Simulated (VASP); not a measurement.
A run of VASP 6.6.1:

Contents of INCAR:

```
  PREC = Accurate
  ENCUT = 520
  EDIFF = 1E-7
  ISMEAR = 0
  SIGMA = 0.15
  LREAL = F
  LASPH = T
  NELM = 60
  ALGO = Normal
  ISIF = 2
  LWAVE = F
  LCHARG = T
  GGA = PE
  LELF = T
  LVHAR = T
  NBANDS = 16
```

The input KPOINTS:

```
Automatic mesh
0
Gamma
  18 18 18
```

File POSCAR:

```
GaSb
1.0
   -1.6026485115      2.4548887858      2.7275334685
    1.6026485115     -2.4548887858      2.7275334685
    1.6026485115      2.4548887858     -2.7275334685
Ga Sb
1 1
Direct
    0.0000000000      0.0000000000      0.0000000000
    0.5000000000      0.5000000000      0.0000000000
```

Potentials or basis: VASP PAW PBE potentials, release 64 (Ga_d, Sb).

The run is started by

```sh
$ cat potpaw_PBE.64/Ga_d/POTCAR potpaw_PBE.64/Sb/POTCAR > POTCAR
$ mpirun -np 1 vasp_std > vasp.out
```

Hardware: 1 thread of Intel(R) Xeon(R) Platinum 8488C (Sapphire Rapids) (shared host).

**Question.** How long does it take, and how much memory?

**Answer.** Run time: 6.8 min on 1 thread of Intel(R) Xeon(R) Platinum 8488C (Sapphire Rapids), on a shared host, peak memory 0.68 GiB. Counts: scf iterations 11, k points 865.
